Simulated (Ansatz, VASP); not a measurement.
## One calculation of Ta, two programs

```
Ta
1.0
    -1.65128    1.65128    1.61825
     1.65128   -1.65128    1.61825
     1.65128    1.65128   -1.61825
Ta
1
Direct
  0.00000 0.00000 0.00000
```

Change from the starting cell: zz strain of -2 %, crystal datasets.

Alike in both runs: task electric field gradients; functional PBE; k mesh 17 × 17 × 17; occupations fermi-dirac, width 0.08 eV; no spin polarisation.

|  | VASP | Ansatz |
| --- | --- | --- |
| version | VASP 6.6.1 | Ansatz 0.2.0 |
| potentials or method | VASP PAW PBE potentials, release 64 (Ta_pv), cutoff 520 eV | all-electron PAW with datasets made for the crystal, scalar-relativistic |

```tsv
	VASP	Ansatz	Ansatz less VASP
pressure (GPa)	7.7	7.4	-0.26
traceless stress, the component that is largest in VASP (GPa)	1.51	1.52	+0.004
size of Vzz on the site where it differs most (V/Å²)	13.9	14.5	+0.54
```

Ansatz ran all-electron here, and VASP with PAW potentials.

Neither program's run includes spin-orbit coupling.
